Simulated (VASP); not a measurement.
# Cu (I4/mmm) in VASP: notebook

Runs on Cu. Level: r2SCAN. Tasks: single point.

Everything below comes from runs of VASP 6.6.1. Logs are shortened: lines on timing, memory, paths and dates and some standing lists are left out, and cuts for length are marked.

**1. The cell of the first run**

The structure is tetragonal, space group I4/mmm (No. 139). Conventional cell: a = 2.491 Å, b = 2.491 Å, c = 3.720 Å, α = 90.00°, β = 90.00°, γ = 90.00°. Within 3.3 Å of Cu (site symmetry 4/mmm) lie 12 Cu at 2.49 to 2.56 Å.

**2. Single point, r2SCAN (uniaxial strain along c: +4.0 %, then relaxed in part)**

Input file POSCAR:

```
Cu
1.0
    1.7617540709      1.7617540709      0.0000000000
   -1.7617540709      1.7617540709      0.0000000000
    0.0000000000      0.0000000000      3.7197287203
Cu
2
Direct
    0.0000000000      0.0000000000      0.0000000000
    0.5000000000      0.5000000000      0.5000000000
```

Input file INCAR.step1:

```
PREC = Accurate ; ENCUT = 520
ISMEAR = 0 ; SIGMA = 0.1
LREAL = False ; LASPH = True
NELM = 60 ; NBANDS = 18
GGA = PE ; ALGO = Normal
EDIFF = 1E-4 ; LWAVE = True
LCHARG = False
```

Input file INCAR.step2:

```
PREC = Accurate ; ENCUT = 520
EDIFF = 1E-7 ; ISMEAR = 0
SIGMA = 0.1 ; LREAL = False
LASPH = True ; NELM = 60
ALGO = Normal ; ISIF = 2
LWAVE = False ; LCHARG = False
METAGGA = R2SCAN ; LMIXTAU = True
NBANDS = 18 ; ISTART = 1
```

Input file KPOINTS:

```
regular mesh
0
Gamma
  20 20 14
```

Potentials or basis: VASP PAW PBE potentials, release 64 (Cu).

Launch:

```console
$ cat potpaw_PBE.64/Cu/POTCAR > POTCAR
$ cp INCAR.step1 INCAR
$ mpirun -np 1 vasp_std > vasp.out
$ cp INCAR.step2 INCAR
$ mpirun -np 1 vasp_std > vasp.out
```

OUTCAR:

```text
PREC = Accurate
   ENCUT = 520
   EDIFF = 1E-7
   ISMEAR = 0
   LREAL = False
   LASPH = True
   NELM = 60
   ISIF = 2
   METAGGA = R2SCAN
   ISTART = 1

 ion  position               nearest neighbor table
   1  0.000  0.000  0.000-   2 2.56   2 2.56   2 2.56   2 2.56   2 2.56   2 2.56   2 2.56   2 2.56

   2  0.500  0.500  0.500-   1 2.56   1 2.56   1 2.56   1 2.56   1 2.56   1 2.56   1 2.56   1 2.56

  LATTYP: Found a simple tetragonal cell.
 ALAT       =     2.4914965006
 C/A-ratio  =     1.4929696748

  Lattice vectors:

 A1 = (   1.7617540709,   1.7617540709,   0.0000000000)
 A2 = (  -1.7617540709,   1.7617540709,   0.0000000000)
 A3 = (   0.0000000000,   0.0000000000,   3.7197287203)

Analysis of symmetry for initial positions (statically):
=====================================================================
 Subroutine PRICEL returns following result:

  LATTYP: Found a body centered tetragonal cell.
 ALAT       =     2.4914965006
 C/A-ratio  =     1.4929696748

  Lattice vectors:

 A1 = (   1.7617540709,   0.0000000000,  -1.8598643602)
 A2 = (  -1.7617540709,   0.0000000000,  -1.8598643601)
 A3 = (   0.0000000000,   1.7617540709,   1.8598643601)

   2 primitive cells build up your supercell.

 Routine SETGRP: Setting up the symmetry group for a
 simple tetragonal supercell.

 Subroutine GETGRP returns: Found 16 space group operations
 (whereof 16 operations were pure point group operations)
 out of a pool of 16 trial point group operations.

The static configuration has the point symmetry D_4h.

Analysis of symmetry for dynamics (positions and initial velocities):
=====================================================================
 Subroutine PRICEL returns following result:

  LATTYP: Found a body centered tetragonal cell.
 ALAT       =     2.4914965006
 C/A-ratio  =     1.4929696748

  Lattice vectors:

 A1 = (   1.7617540709,   0.0000000000,  -1.8598643602)
 A2 = (  -1.7617540709,   0.0000000000,  -1.8598643601)
 A3 = (   0.0000000000,   1.7617540709,   1.8598643601)

   2 primitive cells build up your supercell.

 Routine SETGRP: Setting up the symmetry group for a
 simple tetragonal supercell.

 Subroutine GETGRP returns: Found 16 space group operations
 (whereof 16 operations were pure point group operations)
 out of a pool of 16 trial point group operations.

The dynamic configuration has the point symmetry D_4h.

 Subroutine INISYM returns: Found 16 space group operations
 (whereof 16 operations are pure point group operations),
 and found     2 'primitive' translations

----------------------------------------------------------------------------------------

                                     Primitive cell

  volume of cell :      11.5452

  direct lattice vectors                    reciprocal lattice vectors
     1.761754071  0.000000000 -1.859864360     0.283808057  0.283808057 -0.268836809
    -1.761754071  0.000000000 -1.859864360    -0.283808057  0.283808057 -0.268836809
     0.000000000  1.761754071  1.859864360     0.000000000  0.567616114  0.000000000

  length of vectors
     2.561810462  2.561810462  2.561810462     0.483081004  0.483081004  0.567616114

  position of ions in fractional coordinates (direct lattice)
     0.000000000  0.000000000  0.000000000

  ion indices of the primitive-cell ions
   primitive index   ion index
                 1           1

----------------------------------------------------------------------------------------

 KPOINTS: regular mesh

Automatic generation of k-mesh.
 Grid dimensions read from file:
 generate k-points for:   20   20   14

 Generating k-lattice:

  Cartesian coordinates                     Fractional coordinates (reciprocal lattice)
     0.014190403  0.014190403  0.000000000     0.050000000  0.000000000  0.000000000
    -0.014190403  0.014190403  0.000000000     0.000000000  0.050000000  0.000000000
     0.000000000  0.000000000  0.019202629     0.000000000  0.000000000  0.071428571

  Length of vectors
     0.020068260  0.020068260  0.019202629

  Shift w.r.t. Gamma in fractional coordinates (k-lattice)
     0.000000000  0.000000000  0.000000000

 Subroutine IBZKPT returns following result:
 ===========================================

 Found    528 irreducible k-points:

 Following reciprocal coordinates:
            Coordinates               Weight
  0.000000  0.000000  0.000000      1.000000
  0.050000  0.000000  0.000000      4.000000
  0.100000  0.000000  0.000000      4.000000
  0.150000  0.000000  0.000000      4.000000
  0.200000  0.000000  0.000000      4.000000
  0.250000  0.000000  0.000000      4.000000
[... 16 lines left out ...]
  0.150000  0.100000  0.000000      8.000000
  0.200000  0.100000  0.000000      8.000000
 [... further k-points ...]
   k-points           NKPTS =    528   k-points in BZ     NKDIM =    528   number of bands    NBANDS=     18
   number of dos      NEDOS =    301   number of ions     NIONS =      2
   total plane-waves  NPLWV =  11200
   dimension x,y,z NGX =    20 NGY =   20 NGZ =   28
   dimension x,y,z NGXF=    40 NGYF=   40 NGZF=   56
   ions per type =               2
   NGX,Y,Z   is equivalent  to a cutoff of  13.35, 13.35, 12.51 a.u.
   NGXF,Y,Z  is equivalent  to a cutoff of  26.69, 26.69, 25.03 a.u.
 SYSTEM =  unknown system
   PREC   = accura    normal or accurate (medium, high low for compatibility)
   ISTART =      1    job   : 0-new  1-cont  2-samecut
   ICHARG =      0    charge: 1-file 2-atom 10-const
   ISPIN  =      1    spin polarized calculation?
   LNONCOLLINEAR =      F non collinear calculations
   LSORBIT =      F    spin-orbit coupling
   LASPH  =      T    aspherical Exc in radial PAW
   ENCUT  =  520.0 eV  38.22 Ry    6.18 a.u.   4.63  4.63  6.92*2*pi/ulx,y,z
   NELM   =     60;   NELMIN=  2; NELMDL=  0     # of ELM steps
   EDIFF  = 0.1E-06   stopping-criterion for ELM
   LREAL  =      F    real-space projection
   EDIFFG = 0.1E-05   stopping-criterion for IOM
   NSW    =      0    number of steps for IOM
   IBRION =     -1    ionic relax: 0-MD 1-quasi-New 2-CG
   NFREE  =      0    steps in history (QN), initial steepest desc. (CG)
   ISIF   =      2    stress and relaxation
   ISYM   =      2    0-nonsym 1-usesym 2-fastsym
   POTIM  = 0.5000    time-step for ionic-motion
   TEBEG  =    0.0;   TEEND  =   0.0 temperature during run
   PSTRESS=    0.0 pullay stress
   NELECT =      22.0000    total number of electrons
   NUPDOWN=      -1.0000    fix difference up-down
   EMIN   =  10.00;   EMAX   =-10.00  energy-range for DOS
   EFERMI =   0.00;   METHOD = LEGACY
   ISMEAR =     0;   SIGMA  =   0.10  broadening in eV -4-tet -1-fermi 0-gaus
   EFERMI_NEDOS =   21; number of points for ismear=-14 and -15
   IALGO  =     38    algorithm
   IMIX   =      4    mixing-type and parameters
     AMIX     =   0.40;   BMIX     =  1.00
     AMIX_MAG =   1.60;   BMIX_MAG =  1.00
  volume/ion in A,a.u.               =      11.55        77.91
  Fermi-wavevector in a.u.,A,eV,Ry     =   1.610912  3.044182 35.307622  2.595037
  Thomas-Fermi vector in A             =   2.706386
   LORBIT       =      0    0 simple, 1 ext, 2 COOP (PROOUT), +10 PAW based schemes
   METAGGA = R2SCAN    functional components
   LHFCALC =     F    Hartree Fock is set to
   AEXX    =    0.0000 exact exchange contribution
   IVDW    =     0    specifies the selected vdW correction
   LEPSILON=     F    determine dielectric tensor
   LRPA    =     F    only Hartree local field effects (RPA)
 non-spin polarized calculation
 Gauss-broadening in eV      SIGMA  =   0.10
  energy-cutoff  :      520.00
  volume of cell :       23.09
 maximum number of plane-waves:       649
 NGX is ok and might be reduce to    20
   NGX =  9   NGY =  9   NGZ = 13

 number of electron      22.0000029 magnetization

 Free energy of the ion-electron system (eV)
  ---------------------------------------------------
  ext. energy  EPLUGINS =         0.00000000
  ---------------------------------------------------
  free energy    TOTEN  =       -21.64441571 eV

  energy without entropy =      -21.64090986  energy(sigma->0) =      -21.64266279

 E-fermi :   7.6815     XC(G=0): -13.8974

 val. band max:        7.6791480316   @ k =   0.3000   0.2500   0.5000
 cond. band min:       7.6908603507   @ k =   0.4500   0.0000   0.3571
 fundamental gap:      0.0117123191
 Fermi energy:         7.6814957911

 k-point     1 :       0.0000    0.0000    0.0000
  band No.  band energies     occupation
      1      -2.1677      2.00000
      2       2.4365      2.00000
      3       2.9932      2.00000
      4       4.2865      2.00000
      5       4.5714      2.00000
      6       4.5714      2.00000
[... 10 lines left out ...]
     17      30.0586      0.00000
     18      31.3134      0.00000

 k-point     2 :       0.0500    0.0000    0.0000
  band No.  band energies     occupation
      1      -2.1010      2.00000
      2       2.4692      2.00000
      3       3.0121      2.00000
      4       4.3037      2.00000
      5       4.5526      2.00000
      6       4.5823      2.00000
[... 10 lines left out ...]
     17      30.5486      0.00000
     18      31.0093      0.00000

 k-point     3 :       0.1000    0.0000    0.0000
  band No.  band energies     occupation
      1      -1.9023      2.00000
      2       2.5638      2.00000
      3       3.0681      2.00000
      4       4.3517      2.00000
      5       4.4978      2.00000
      6       4.6145      2.00000
[... 10 lines left out ...]
     17      29.9434      0.00000
     18      31.6147      0.00000

 k-point     4 :       0.1500    0.0000    0.0000
  band No.  band energies     occupation
      1      -1.5752      2.00000
      2       2.7096      2.00000
      3       3.1577      2.00000
      4       4.4129      2.00000
      5       4.4180      2.00000
      6       4.6669      2.00000
[... 375 lines left out ...]
      4       4.4112      2.00000
      5       4.4255      2.00000
      6       4.6721      2.00000
[... 10 lines left out ...]
     17      30.1142      0.00000
     18      31.0560      0.00000

 k-point    23 :       0.1500    0.1000    0.0000
  band No.  band energies     occupation
      1      -1.3163      2.00000
      2       2.8183      2.00000
      3       3.2408      2.00000
      4       4.3219      2.00000
      5       4.5022      2.00000
      6       4.7306      2.00000
[... 10 lines left out ...]
     17      29.6765      0.00000
     18      30.8146      0.00000

 k-point    24 :       0.2000    0.1000    0.0000
  band No.  band energies     occupation
      1      -0.8738      2.00000
      2       2.9843      2.00000
      3       3.3610      2.00000
      4       4.2131      2.00000
      5       4.5727      2.00000
      6       4.6555      2.00000
[... 10 lines left out ...]
     17      27.8437      0.00000
     18      31.1770      0.00000

 [... further k-points ...]
[... 5 lines left out ...]
  --------------------------------------------------------------------------------------
  -------------------------------------------------------------------------------------
  Total        0.0851269      0.0851269     -0.4729867      0.0000000      0.0000000      0.0000000
  in kB        5.9067076      5.9067076    -32.8191753      0.0000000      0.0000000      0.0000000
  external PRESSURE =      -7.0019200 kB  Pullay stress =       0.0000000 kB

 VOLUME and BASIS-vectors are now :
 -----------------------------------------------------------------------------
  energy-cutoff  :      520.00
  volume of cell :       23.09
      direct lattice vectors                 reciprocal lattice vectors
     1.761754071  1.761754071  0.000000000     0.283808057  0.283808057  0.000000000
    -1.761754071  1.761754071  0.000000000    -0.283808057  0.283808057  0.000000000
     0.000000000  0.000000000  3.719728720     0.000000000  0.000000000  0.268836809

 POSITION                                       TOTAL-FORCE (eV/Angst)
 -----------------------------------------------------------------------------------
      0.00000      0.00000      0.00000         0.000000     -0.000000      0.000000
      0.00000      1.76175      1.85986        -0.000000      0.000000     -0.000000
 -----------------------------------------------------------------------------------
    total drift:                               -0.000000      0.000000      0.000000

  FREE ENERGIE OF THE ION-ELECTRON SYSTEM (eV)
  ---------------------------------------------------
  free  energy   TOTEN  =       -21.6444157148 eV

  energy  without entropy=      -21.6409098617  energy(sigma->0) =      -21.64266279
```

Run time: 8.8 min. Hardware: 1 thread of Intel Xeon Platinum 8488C (Sapphire Rapids), shared host; peak memory 0.28 GiB.

Results:

| Item | Value |
| --- | --- |
| Free energy | -21.6444 eV |
| Pressure | -0.7 GPa |
| Band gap on the k mesh | zero (band 11 reaches 14.31 eV, above the bottom of band 12 at 5.67 eV) |

Stress tensor (GPa, compression positive):
```
 0.59  0.00  0.00
 0.00  0.59  0.00
 0.00  0.00 -3.28
```

Levels at points of the mesh, in eV from the Fermi level:
```tsv
k point	band 8	band 9	band 10	band 11	band 12	band 13	band 14	band 15
(0.00, 0.00, 0.00)	-2.23	-1.78	-1.61	-1.61	0.78	6.64	14.87	14.87
(0.50, 0.00, 0.00)	-2.67	-2.29	-2.29	-0.16	-0.16	9.74	9.74	10.91
(0.50, 0.50, 0.00)	-1.69	-1.50	-1.50	2.00	2.00	8.09	8.09	13.49
(0.00, 0.00, 0.50)	-2.45	-2.45	-2.45	-2.01	-2.01	17.75	17.75	18.78
(0.50, 0.00, 0.50)	-1.81	-1.71	-1.71	-1.11	-1.11	4.10	4.10	21.20
(0.50, 0.50, 0.50)	-2.42	-1.50	-1.50	6.62	6.62	6.62	6.62	9.02
```

Caveat: the cell differs from its parent crystal (uniaxial strain along c: +4.0 %, then relaxed in part); the PAW data sets were made with another functional, which shifts forces and pressure a little.

**3. Single point, r2SCAN (uniaxial strain along c: +6.0 %, then relaxed in part)**

Input file POSCAR:

```
Cu
1.0
    1.7501146724      1.7501146724      0.0000000000
   -1.7501146724      1.7501146724      0.0000000000
    0.0000000000      0.0000000000      3.7912619649
Cu
2
Direct
    0.0000000000      0.0000000000      0.0000000000
    0.5000000000      0.5000000000      0.5000000000
```

Input file INCAR.step1:

```
SYSTEM = Cu
ALGO = Normal
EDIFF = 1E-4
ENCUT = 520
GGA = PE
ISMEAR = 0
LASPH = .TRUE.
LCHARG = .FALSE.
LREAL = .FALSE.
LWAVE = .TRUE.
NBANDS = 18
NELM = 100
PREC = Accurate
SIGMA = 0.1
```

Input file INCAR.step2:

```
SYSTEM = Cu
ALGO = Normal
EDIFF = 1E-6
ENCUT = 520
ISIF = 2
ISMEAR = 0
ISTART = 1
LASPH = .TRUE.
LCHARG = .TRUE.
LELF = .TRUE.
LMIXTAU = .TRUE.
LREAL = .FALSE.
LVHAR = .TRUE.
LWAVE = .FALSE.
METAGGA = R2SCAN
NBANDS = 18
NELM = 100
PREC = Accurate
SIGMA = 0.1
```

Input file KPOINTS:

```
k-points
0
G
  20 20 14
  0 0 0
```

Potentials or basis: VASP PAW PBE potentials, release 64 (Cu).

Launch:

```console
$ cat potpaw_PBE.64/Cu/POTCAR > POTCAR
$ cp INCAR.step1 INCAR
$ mpirun -np 1 vasp_std > vasp.out
$ cp INCAR.step2 INCAR
$ mpirun -np 1 vasp_std > vasp.out
```

OUTCAR:

```text
SYSTEM = Cu
   EDIFF = 1E-6
   ENCUT = 520
   ISIF = 2
   ISMEAR = 0
   ISTART = 1
   LASPH = .TRUE.
   LREAL = .FALSE.
   METAGGA = R2SCAN
   NELM = 100
   PREC = Accurate

 ion  position               nearest neighbor table
   1  0.000  0.000  0.000-   2 2.58   2 2.58   2 2.58   2 2.58   2 2.58   2 2.58   2 2.58   2 2.58

   2  0.500  0.500  0.500-   1 2.58   1 2.58   1 2.58   1 2.58   1 2.58   1 2.58   1 2.58   1 2.58

  LATTYP: Found a simple tetragonal cell.
 ALAT       =     2.4750359054
 C/A-ratio  =     1.5318007939

  Lattice vectors:

 A1 = (   1.7501146724,   1.7501146724,   0.0000000000)
 A2 = (  -1.7501146724,   1.7501146724,   0.0000000000)
 A3 = (   0.0000000000,   0.0000000000,   3.7912619649)

Analysis of symmetry for initial positions (statically):
=====================================================================
 Subroutine PRICEL returns following result:

  LATTYP: Found a body centered tetragonal cell.
 ALAT       =     2.4750359054
 C/A-ratio  =     1.5318007939

  Lattice vectors:

[... 179 lines left out ...]
  ---------------------------------------------------
  free energy    TOTEN  =       -21.62989867 eV

  energy without entropy =      -21.62606242  energy(sigma->0) =      -21.62798054

 E-fermi :   7.6068     XC(G=0): -13.8578

 val. band max:        7.6061877018   @ k =   0.5000   0.1000   0.2143
 cond. band min:       7.6105447162   @ k =   0.4000   0.4000   0.0714
 fundamental gap:      0.0043570143
 Fermi energy:         7.6068123252

 k-point     1 :       0.0000    0.0000    0.0000
  band No.  band energies     occupation
      1      -2.1931      2.00000
      2       2.3742      2.00000
      3       2.9551      2.00000
      4       4.1449      2.00000
      5       4.5697      2.00000
      6       4.5697      2.00000
[... 481 lines left out ...]
      5       4.4506      2.00000
      6       4.5309      2.00000
[... 10 lines left out ...]
     17      27.6267      0.00000
     18      31.0206      0.00000

 [... further k-points ...]

------------------------ aborting loop because EDIFF is reached ----------------------------------------

  FORCE on cell =-STRESS in cart. coord.  units (eV):
  Direction    XX          YY          ZZ          XY          YZ          ZX
  --------------------------------------------------------------------------------------
  -------------------------------------------------------------------------------------
  Total        0.0824391      0.0824391     -0.8195808      0.0000000      0.0000000      0.0000000
  in kB        5.6871810      5.6871810    -56.5399663      0.0000000      0.0000000      0.0000000
  external PRESSURE =     -15.0552014 kB  Pullay stress =       0.0000000 kB

 VOLUME and BASIS-vectors are now :
 -----------------------------------------------------------------------------
  energy-cutoff  :      520.00
  volume of cell :       23.22
      direct lattice vectors                 reciprocal lattice vectors
     1.750114672  1.750114672  0.000000000     0.285695565  0.285695565  0.000000000
    -1.750114672  1.750114672  0.000000000    -0.285695565  0.285695565  0.000000000
     0.000000000  0.000000000  3.791261965     0.000000000  0.000000000  0.263764417

 POSITION                                       TOTAL-FORCE (eV/Angst)
 -----------------------------------------------------------------------------------
      0.00000      0.00000      0.00000        -0.000000     -0.000000      0.000000
      0.00000      1.75011      1.89563         0.000000      0.000000     -0.000000
 -----------------------------------------------------------------------------------
    total drift:                                0.000000     -0.000000     -0.000000

  FREE ENERGIE OF THE ION-ELECTRON SYSTEM (eV)
  ---------------------------------------------------
  free  energy   TOTEN  =       -21.6298986732 eV

  energy  without entropy=      -21.6260624153  energy(sigma->0) =      -21.62798054
```

Wall time 5.7 min (1 thread of AMD EPYC 9R45 (Zen 5), shared host); peak memory 0.25 GiB.

What came out:

* Free energy: -21.6299 eV
* Pressure: -1.5 GPa
* Band gap on the k mesh: zero (band 11 reaches 14.25 eV, above the bottom of band 12 at 5.64 eV)

Stress tensor (GPa, compression positive):
```
 0.57  0.00  0.00
 0.00  0.57  0.00
 0.00  0.00 -5.65
```

Levels at points of the mesh, in eV from the Fermi level:
| k point | band 8 | band 9 | band 10 | band 11 | band 12 | band 13 | band 14 | band 15 |
| --- | --- | --- | --- | --- | --- | --- | --- | --- |
| (0.00, 0.00, 0.00) | -2.16 | -1.76 | -1.62 | -1.62 | 0.44 | 6.16 | 15.27 | 15.27 |
| (0.50, 0.00, 0.00) | -2.64 | -2.25 | -2.25 | -0.08 | -0.08 | 9.49 | 9.49 | 10.54 |
| (0.50, 0.50, 0.00) | -1.74 | -1.44 | -1.44 | 2.21 | 2.21 | 8.29 | 8.29 | 13.25 |
| (0.00, 0.00, 0.50) | -2.40 | -2.40 | -2.40 | -1.96 | -1.96 | 16.94 | 16.94 | 19.02 |
| (0.50, 0.00, 0.50) | -1.82 | -1.68 | -1.68 | -1.07 | -1.07 | 4.09 | 4.09 | 20.47 |
| (0.50, 0.50, 0.50) | -2.41 | -1.44 | -1.44 | 6.64 | 6.64 | 6.64 | 6.64 | 9.15 |

Caveat: the cell differs from its parent crystal (uniaxial strain along c: +6.0 %, then relaxed in part); the PAW data sets were made with another functional, which shifts forces and pressure a little.

[end of part 1 of 2]
